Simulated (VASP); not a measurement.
Set up this calculation in VASP 6.6.1, as the native input.

```yaml
Task: single point
Functional: PBE
Potentials_or_basis: VASP PAW PBE potentials, release 64 (Mg, Hf_pv)
Cutoff: 520 eV
k_mesh: 7 × 7 × 7
Occupations: methfessel-paxton, width 0.1 eV
Spin: no spin polarisation
Dipole_correction: no
Further_INCAR_settings: ALGO = Normal; EDIFF = 1e-06; NBANDS = 16
```

The structure of HfMg3 lies in POSCAR:

```
HfMg3
1.0
   -2.2114105833      2.2114105833      4.4545209723
    2.2114105833     -2.2114105833      4.4545209723
    2.2114105833      2.2114105833     -4.4545209723
Mg Hf
3 1
Direct
    0.5000000000      0.5000000000      0.0000000000
    0.2500000000      0.7500000000      0.5000000000
    0.7500000000      0.2500000000      0.5000000000
    0.0000000000      0.0000000000      0.0000000000
```

The input as run:

INCAR

```
PREC = Accurate
ENCUT = 520
EDIFF = 1E-6
ISMEAR = 1
SIGMA = 0.1
LREAL = F
LASPH = T
NELM = 60
ALGO = Normal
ISIF = 2
LWAVE = F
LCHARG = T
GGA = PE
LELF = T
LVHAR = T
NBANDS = 16
```

KPOINTS

```
Automatic mesh
0
Gamma
  7 7 7
```

Potentials or basis: VASP PAW PBE potentials, release 64 (Mg, Hf_pv).

Launch:

```sh
$ cat potpaw_PBE.64/Mg/POTCAR potpaw_PBE.64/Hf_pv/POTCAR > POTCAR
$ mpirun -np 1 vasp_std > vasp.out
```

It gave:

| Quantity | Value |
| --- | --- |
| Pressure | 0.9 GPa |
| Band gap on the k mesh | zero (band 8 reaches 3.76 eV, above the bottom of band 9 at 2.28 eV) |

Caveat: spin-orbit coupling is left out, which moves the levels of the heavy elements.

It took 66 s on 1 thread of Intel(R) Xeon(R) Platinum 8259CL CPU @ 2.50GHz (Skylake/Cascade Lake) (shared host), peak memory 0.27 GiB.
